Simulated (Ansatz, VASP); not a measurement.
**One calculation of SnO, two programs**

```
Sn O
1.0
     3.90915    0.00000    0.00000
     0.00000    3.90915    0.00000
     0.00000    0.00000    4.57451
Sn O
2 2
Direct
  0.00000 0.50000 0.23850
  0.50000 0.00000 0.76150
  0.00000 0.00000 0.00000
  0.50000 0.50000 0.00000
```

Alike in both runs: task single point; functional LDA; k mesh 10 × 10 × 8; occupations gaussian, width 0.03 eV; no spin polarisation.

|  | VASP | Ansatz |
| --- | --- | --- |
| version | VASP 6.6.1 | Ansatz 0.2.0 |
| potentials or method | VASP PAW LDA potentials, release 64 (Sn_d, O), cutoff 520 eV | scalar-relativistic, plane waves, PAW |
| valence electrons in the cell | 40 | 40 |

|  | VASP | Ansatz | Ansatz less VASP |
| --- | --- | --- | --- |
| gap on the k mesh at the Fermi level (eV) | 0.44 | 0.46 | +0.015 |
| least direct gap on the mesh (eV) | 1.78 | 1.83 | +0.050 |
| pressure (GPa) | -3.9 | -4.2 | -0.31 |
| traceless stress, the component that is largest in VASP (GPa) | 3.89 | 3.91 | +0.021 |
| rms of the force components (eV/Å) | 0.065 | 0.025 | -0.0402 |

LDA's correlation is that of Perdew and Zunger in VASP and of Perdew and Wang (1992) in Ansatz. Atom by atom the forces differ by 0.040 eV/Å (rms over components).
